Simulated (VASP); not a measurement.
Wanted: the native input for a VASP 6.6.1 run.

```yaml
Task: single point
Functional: PBEsol
Potentials_or_basis: VASP PAW PBE potentials, release 64 (Ti_sv)
Cutoff: 500 eV
k_mesh: 10 × 10 × 10
Occupations: fermi-dirac, width 0.1 eV
Spin: no spin polarisation
Dipole_correction: no
Further_INCAR_settings: ALGO = Normal; EDIFF = 1e-06; NBANDS = 12
```

The structure of Ti lies in POSCAR:

```
Ti
1.0
    0.0000000000      1.9039754821      1.9039754821
    1.9039754821      0.0000000000      1.9039754821
    1.9039754821      1.9039754821      0.0000000000
Ti
1
Direct
    0.0000000000      0.0000000000      0.0000000000
```

This isn't the form of Ti at room conditions, which is hcp.

These files were run (other wordings do the same):

INCAR

```
SYSTEM = Ti
PREC     = Accurate       ! precision mode
ENCUT    = 500            ! plane-wave cutoff, eV
EDIFF    = 1E-6           ! SCF threshold, eV
ISMEAR   = -1             ! smearing method
SIGMA    = 0.1            ! smearing width, eV
LREAL    = .False.        ! projectors in reciprocal space
LASPH    = .True.         ! aspherical terms in the spheres
NELM     = 120            ! most SCF steps
ALGO     = Normal         ! electronic algorithm
ISIF     = 2              ! what is computed and relaxed
LWAVE    = .False.        ! write WAVECAR
LCHARG   = .False.        ! write CHGCAR
GGA      = PS             ! functional
NBANDS   = 12             ! bands
GGA_COMPAT= .False.
```

KPOINTS

```
Automatic mesh
0
Gamma
  10 10 10
  0 0 0
```

Potentials or basis: VASP PAW PBE potentials, release 64 (Ti_sv).

Launch:

```sh
$ cat potpaw_PBE.64/Ti_sv/POTCAR > POTCAR
$ mpirun -np 1 vasp_std > vasp.out
```

Results of the run:

| Item | Value |
| --- | --- |
| Pressure | 29.2 GPa |
| Band gap on the k mesh | zero (bands 6 and 7 overlap by 1.28 eV) |

Caveat: the cell stands under pressure; the PAW data sets were made with another functional, which shifts forces and pressure a little.

Wall time 4.9 s on 1 thread of Intel(R) Xeon(R) Platinum 8488C (Sapphire Rapids), with other jobs on the host, peak memory 0.12 GiB.
